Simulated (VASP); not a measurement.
# YLu2F3 (Cmmm) in VASP: single point with PBE

Aim: the single point of YLu2F3 with PBE.

Everything below comes from runs of VASP 6.6.1. Logs are shortened: lines on timing, memory, paths and dates and some standing lists are left out, and cuts for length are marked.

## 1. The cell of the first run

The structure is orthorhombic, space group Cmmm (No. 65). The conventional cell has a = 6.187 Å, b = 9.435 Å, c = 3.080 Å, α = 90.00°, β = 90.00°, γ = 90.00°. Y (site symmetry mmm) has 2 Lu at 2.68 Å and 2 Y at 3.08 Å and 10 F at 3.09 to 3.21 Å within 3.5 Å. Within 2.7 Å of Lu (site symmetry m2m) lie 5 F at 2.03 to 2.21 Å and 1 Y at 2.68 Å. F (site symmetry mmm) has 2 Lu at 2.03 Å within 2.7 Å. Within 2.9 Å of F (site symmetry 2/m) lie 4 Lu at 2.21 Å.

The cell was generated, and may not be a known phase.

## 2. Single point, PBE

The input, INCAR:

```
ALGO = Normal
EDIFF = 1E-6
ENCUT = 1350
GGA = PE
GGA_COMPAT = False
ISIF = 2
ISMEAR = 0
LASPH = True
LCHARG = False
LREAL = False
LWAVE = False
NBANDS = 50
NELM = 120
PREC = Accurate
SIGMA = 0.1
```

The input, KPOINTS:

```
k-points
0
Gamma
  4 4 6
```

The input, POSCAR:

```
YLu2F3
1.0
    3.0937449400     -4.7177239600      0.0000000000
    3.0937449400      4.7177239600      0.0000000000
    0.0000000000      0.0000000000      3.0795038700
Y Lu F
1 2 3
Direct
    0.5000000000      0.5000000000      0.0000000000
    0.2156325000      0.7843675000      0.0000000000
    0.7843675000      0.2156325000      0.0000000000
    0.0000000000      0.0000000000      0.0000000000
    0.5000000000      0.0000000000      0.5000000000
    0.0000000000      0.5000000000      0.5000000000
```

Potentials or basis: VASP PAW PBE potentials, release 64 (Y_sv, Lu, F_h).

The run is started by

```bash
cat potpaw_PBE.64/Y_sv/POTCAR potpaw_PBE.64/Lu/POTCAR potpaw_PBE.64/F_h/POTCAR > POTCAR
mpirun -np 1 vasp_std > vasp.out
```

OUTCAR:

```text
EDIFF = 1E-6
   ENCUT = 1350
   GGA = PE
   ISIF = 2
   ISMEAR = 0
   LASPH = True
   LREAL = False
   NELM = 120
   PREC = Accurate

 ion  position               nearest neighbor table
   1  0.500  0.500  0.000-   2 2.68   3 2.68   2 3.70   3 3.70   2 3.70   3 3.70
   2  0.216  0.784  0.000-   4 2.03   5 2.21   6 2.21   5 2.21   6 2.21   1 2.68   3 3.16   3 3.16
                             1 3.70   1 3.70
   3  0.784  0.216  0.000-   4 2.03   5 2.21   6 2.21   5 2.21   6 2.21   1 2.68   2 3.16   2 3.16
                             1 3.70   1 3.70
   4  0.000  0.000  0.000-   2 2.03   3 2.03
   5  0.500  0.000  0.500-   2 2.21   3 2.21   2 2.21   3 2.21
   6  0.000  0.500  0.500-   2 2.21   3 2.21   2 2.21   3 2.21

  LATTYP: Found a base centered orthorhombic cell.
 ALAT       =     6.1874898800
 B/A-ratio  =     1.5249233701
 C/A-ratio  =     0.4976984092

  Lattice vectors:

 A1 = (   3.0937449400,  -4.7177239600,   0.0000000000)
 A2 = (   3.0937449400,   4.7177239600,   0.0000000000)
 A3 = (   0.0000000000,   0.0000000000,   3.0795038700)

Analysis of symmetry for initial positions (statically):
=====================================================================
 Subroutine PRICEL returns:
 Original cell was already a primitive cell.

 Routine SETGRP: Setting up the symmetry group for a
 base centered orthorhombic supercell.

 Subroutine GETGRP returns: Found  8 space group operations
 (whereof  8 operations were pure point group operations)
 out of a pool of  8 trial point group operations.

The static configuration has the point symmetry D_2h.

Analysis of symmetry for dynamics (positions and initial velocities):
=====================================================================
 Subroutine PRICEL returns:
 Original cell was already a primitive cell.

 Routine SETGRP: Setting up the symmetry group for a
 base centered orthorhombic supercell.

 Subroutine GETGRP returns: Found  8 space group operations
 (whereof  8 operations were pure point group operations)
 out of a pool of  8 trial point group operations.

The dynamic configuration has the point symmetry D_2h.

 Subroutine INISYM returns: Found  8 space group operations
 (whereof  8 operations are pure point group operations),
 and found     1 'primitive' translations

[... 103 lines left out ...]
   LREAL  =      F    real-space projection
   EDIFFG = 0.1E-04   stopping-criterion for IOM
   NSW    =      0    number of steps for IOM
   IBRION =     -1    ionic relax: 0-MD 1-quasi-New 2-CG
   NFREE  =      0    steps in history (QN), initial steepest desc. (CG)
   ISIF   =      2    stress and relaxation
   ISYM   =      2    0-nonsym 1-usesym 2-fastsym
   POTIM  = 0.5000    time-step for ionic-motion
   TEBEG  =    0.0;   TEEND  =   0.0 temperature during run
   PSTRESS=    0.0 pullay stress
   NELECT =      82.0000    total number of electrons
   NUPDOWN=      -1.0000    fix difference up-down
   EMIN   =  10.00;   EMAX   =-10.00  energy-range for DOS
   EFERMI =   0.00;   METHOD = LEGACY
   ISMEAR =     0;   SIGMA  =   0.10  broadening in eV -4-tet -1-fermi 0-gaus
   EFERMI_NEDOS =   21; number of points for ismear=-14 and -15
   IALGO  =     38    algorithm
   IMIX   =      4    mixing-type and parameters
     AMIX     =   0.40;   BMIX     =  1.00
     AMIX_MAG =   1.60;   BMIX_MAG =  1.00
  volume/ion in A,a.u.               =      14.98       101.11
  Fermi-wavevector in a.u.,A,eV,Ry     =   1.587706  3.000330 34.297723  2.520812
  Thomas-Fermi vector in A             =   2.686823
   LORBIT       =      0    0 simple, 1 ext, 2 COOP (PROOUT), +10 PAW based schemes
   GGA     = PE    functional components
   LHFCALC =     F    Hartree Fock is set to
   AEXX    =    0.0000 exact exchange contribution
   IVDW    =     0    specifies the selected vdW correction
   LEPSILON=     F    determine dielectric tensor
   LRPA    =     F    only Hartree local field effects (RPA)
 non-spin polarized calculation
 Gauss-broadening in eV      SIGMA  =   0.10
  energy-cutoff  :     1350.00
  volume of cell :       89.89
 maximum number of plane-waves:     10192
 NGX is ok and might be reduce to    70
   NGX = 33   NGY = 33   NGZ = 19

 number of electron      82.0000005 magnetization

 Free energy of the ion-electron system (eV)
  ---------------------------------------------------
  ext. energy  EPLUGINS =         0.00000000
  ---------------------------------------------------
  free energy    TOTEN  =       -27.49546520 eV

  energy without entropy =      -27.46666350  energy(sigma->0) =      -27.48106435

 E-fermi :   5.7768     XC(G=0): -11.3588

 val. band max:        5.7743684432   @ k =   0.5000   0.5000   0.1667
 cond. band min:       5.8009418788   @ k =   0.5000   0.2500   0.1667
 fundamental gap:      0.0265734356
 Fermi energy:         5.7767715810

 k-point     1 :       0.0000    0.0000    0.0000
  band No.  band energies     occupation
      1     -51.4225      2.00000
      2     -51.3803      2.00000
      3     -36.7110      2.00000
      4     -24.3746      2.00000
      5     -23.6986      2.00000
      6     -22.5932      2.00000
[... 1261 lines left out ...]
     49      10.4949      0.00000
     50      10.9308      0.00000

 [... further k-points ...]

------------------------ aborting loop because EDIFF is reached ----------------------------------------

  FORCE on cell =-STRESS in cart. coord.  units (eV):
  Direction    XX          YY          ZZ          XY          YZ          ZX
  --------------------------------------------------------------------------------------
  -------------------------------------------------------------------------------------
  Total       13.5714153     26.8996068     18.5473020      0.0000000      0.0000000      0.0000000
  in kB      241.8844458    479.4338920    330.5700809      0.0000000      0.0000000      0.0000000
  external PRESSURE =     350.6294729 kB  Pullay stress =       0.0000000 kB

 VOLUME and BASIS-vectors are now :
 -----------------------------------------------------------------------------
  energy-cutoff  :     1350.00
  volume of cell :       89.89
      direct lattice vectors                 reciprocal lattice vectors
     3.093744940 -4.717723960  0.000000000     0.161616426 -0.105983310  0.000000000
     3.093744940  4.717723960  0.000000000     0.161616426  0.105983310  0.000000000
     0.000000000  0.000000000  3.079503870     0.000000000  0.000000000  0.324727632

 POSITION                                       TOTAL-FORCE (eV/Angst)
 -----------------------------------------------------------------------------------
      3.09374      0.00000      0.00000         0.000000      0.000000     -0.000000
      3.09374      2.68313      0.00000         0.000000     -0.522274      0.000000
      3.09374     -2.68313      0.00000         0.000000      0.522274     -0.000000
      0.00000      0.00000      0.00000         0.000000      0.000000     -0.000000
      1.54687     -2.35886      1.53975         0.000000      0.000000     -0.000000
      1.54687      2.35886      1.53975         0.000000      0.000000     -0.000000
 -----------------------------------------------------------------------------------
    total drift:                                0.000000      0.000000     -0.000000

  FREE ENERGIE OF THE ION-ELECTRON SYSTEM (eV)
  ---------------------------------------------------
  free  energy   TOTEN  =       -27.4954651988 eV

  energy  without entropy=      -27.4666635001  energy(sigma->0) =      -27.48106435
```

OSZICAR:

```text
N       E                     dE             d eps       ncg     rms          rms(c)
DAV:   1     0.130324270463E+04    0.13032E+04   -0.56822E+04  4326   0.928E+03
DAV:   2     0.268035160582E+03   -0.10352E+04   -0.98095E+03  3680   0.138E+03
DAV:   3     0.134564589606E+02   -0.25458E+03   -0.24168E+03  3520   0.361E+02
DAV:   4    -0.262466677981E+02   -0.39703E+02   -0.38185E+02  3908   0.112E+02
DAV:   5    -0.292051119788E+02   -0.29584E+01   -0.28833E+01  4288   0.283E+01    0.202E+01
DAV:   6    -0.274231749056E+02    0.17819E+01   -0.71376E+00  5200   0.235E+01    0.116E+01
DAV:   7    -0.274877006160E+02   -0.64526E-01   -0.19945E+00  3984   0.834E+00    0.534E+00
DAV:   8    -0.274962234680E+02   -0.85229E-02   -0.29647E-01  4608   0.337E+00    0.119E+00
DAV:   9    -0.274943817797E+02    0.18417E-02   -0.37790E-02  4392   0.193E+00    0.411E-01
DAV:  10    -0.274954120187E+02   -0.10302E-02   -0.11267E-02  4040   0.736E-01    0.190E-01
DAV:  11    -0.274954805542E+02   -0.68536E-04   -0.19239E-03  4104   0.277E-01    0.682E-02
DAV:  12    -0.274954611611E+02    0.19393E-04   -0.29404E-04  4168   0.153E-01    0.343E-02
DAV:  13    -0.274954633714E+02   -0.22103E-05   -0.11627E-04  3888   0.580E-02    0.187E-02
DAV:  14    -0.274954647195E+02   -0.13481E-05   -0.19806E-05  3856   0.420E-02    0.371E-03
DAV:  15    -0.274954651988E+02   -0.47926E-06   -0.35562E-06  2768   0.113E-02
   1 F= -.27495465E+02 E0= -.27481064E+02  d E =-.288017E-01
```

It took 11 min on 1 thread of Intel Xeon Platinum 8175M at 2.50GHz (Skylake/Cascade Lake), shared host; peak memory 0.76 GiB.

Results:

```
Free energy            : -27.4955 eV
Pressure               : 35.1 GPa
Largest force          : 0.522 eV/Å
Band gap on the k mesh : zero (bands 41 and 42 overlap by 0.96 eV)
```

Forces on the atoms (eV/Å):
```
Y    0.000  0.000  0.000
Lu   0.000 -0.522  0.000
Lu   0.000  0.522  0.000
F    0.000  0.000  0.000
F    0.000  0.000  0.000
F    0.000  0.000  0.000
```

Levels at points of the mesh, in eV from the Fermi level:
```tsv
k point	band 38	band 39	band 40	band 41	band 42	band 43	band 44	band 45
(0.00, 0.00, 0.00)	-5.49	-3.27	-2.03	-0.29	0.11	0.14	1.40	1.70
(0.50, 0.00, 0.00)	-5.64	-1.89	-0.80	-0.31	-0.12	0.17	0.41	1.26
(0.50, 0.50, 0.00)	-5.50	-1.74	-1.53	-0.51	-0.39	-0.24	0.32	1.82
(0.00, 0.00, 0.50)	-5.68	-0.72	-0.35	0.13	0.49	0.79	1.49	1.58
(0.50, 0.00, 0.50)	-5.72	-1.12	-0.25	-0.04	0.45	0.77	1.08	2.35
(0.50, 0.50, 0.50)	-5.66	-1.83	-1.32	-0.52	-0.16	1.36	1.51	1.71
```

Caveat: the stress differs along the axes, from 24 to 48 GPa; spin-orbit coupling is left out, which moves the levels of the heavy elements.

The gap in the log of VASP goes by the Fermi energy; the results here count the filled bands.